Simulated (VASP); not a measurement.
**SrO (sol): single point with PBEsol**

Crystal: SrO (sol).

```xyz
2
Lattice="0.0000 2.5613 2.5613 2.5613 0.0000 2.5613 2.5613 2.5613 0.0000" Properties=species:S:1:pos:R:3 pbc="T T T"
Sr    0.0000    0.0000    0.0000
O     2.5613    2.5613    2.5613
```

```yaml
Program: VASP 6.6.1
Task: single point
Functional: PBEsol
Potentials_or_basis: VASP PAW PBE potentials, release 64 (Sr_sv, O)
Cutoff: 520 eV
k_mesh: 6 × 6 × 6
Occupations: gaussian, width 0.01 eV
Spin: no spin polarisation
```

```json
{"Pressure": "0.6 GPa", "Band gap on the k mesh": "3.15 eV, indirect (least direct gap 3.23 eV)"}
```

Levels at points of the mesh, in eV from the valence-band top:
| k point | band 4 | band 5 | band 6 | band 7 | band 8 | band 9 | band 10 | band 11 | band 12 | band 13 |
| --- | --- | --- | --- | --- | --- | --- | --- | --- | --- | --- |
| (0.00, 0.00, 0.00) | -13.84 | -13.84 | 0.00 | 0.00 | 0.00 | 3.90 | 6.19 | 6.19 | 6.19 | 8.41 |
| (0.50, 0.00, 0.00) | -13.92 | -12.64 | -2.25 | -1.18 | -1.18 | 6.54 | 8.38 | 8.91 | 8.91 | 12.07 |
| (0.50, 0.50, 0.00) | -14.23 | -14.23 | -0.42 | -0.08 | -0.08 | 3.15 | 7.85 | 10.27 | 10.32 | 11.25 |

Wall time 8 s on 1 thread of Intel(R) Xeon(R) Platinum 8488C (Sapphire Rapids), with other jobs on the host, peak memory 0.16 GiB.

Caveat: the PAW data sets were made with another functional, which shifts forces and pressure a little. A k mesh can miss the band edges.
